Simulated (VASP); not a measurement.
TiB2:

```
CELL_PARAMETERS angstrom
0.00000 3.26010 3.26010
3.26010 0.00000 3.26010
3.26010 3.26010 0.00000
ATOMIC_POSITIONS crystal
Ti 0.75000 0.75000 0.75000
Ti 0.50000 0.50000 0.50000
B 0.62500 0.62500 0.62500
B 0.62500 0.62500 0.12500
B 0.62500 0.12500 0.62500
B 0.12500 0.62500 0.62500
```

```yaml
Program: VASP 6.6.1
Task: relaxation of cell and atoms
Functional: PBE
Potentials_or_basis: VASP PAW PBE potentials, release 64 (Ti_sv, B)
Cutoff: 600 eV
k_mesh: 4 × 4 × 4
Occupations: gaussian, width 0.1 eV
Spin: no spin polarisation
```

At the start: pressure 162.3 GPa; volume 11.55 Å³/atom.

Question: How do energy, volume and symmetry change on relaxing?

Answer: Over 4 steps the energy falls by 6330.2 meV/atom and the volume is 41.26 Å³/atom (+257.3 %); space group Fd-3m (No. 227, to 0.05 Å).

The path:
```tsv
step	energy change (eV)	largest force (eV/Å)	pressure (GPa)	volume (Å³)
1	0.0000	0.0000	162.32	69.30
2	-37.8663	0.0000	-1.99	265.37
3	-37.6026	0.0000	4.33	217.82
4	-37.9809	0.0000	0.00	247.58
```

Final structure:
```
Ti B
1.0
     0.00000    4.98378    4.98378
     4.98378    0.00000    4.98378
     4.98378    4.98378    0.00000
Ti B
2 4
Direct
  0.75000 0.75000 0.75000
  0.50000 0.50000 0.50000
  0.62500 0.62500 0.62500
  0.62500 0.62500 0.12500
  0.62500 0.12500 0.62500
  0.12500 0.62500 0.62500
```

Caveat: the k points lie up to 0.27 Å⁻¹ apart in the final cell; the volume moved by over 15 % at a fixed basis, so the end points are rough.
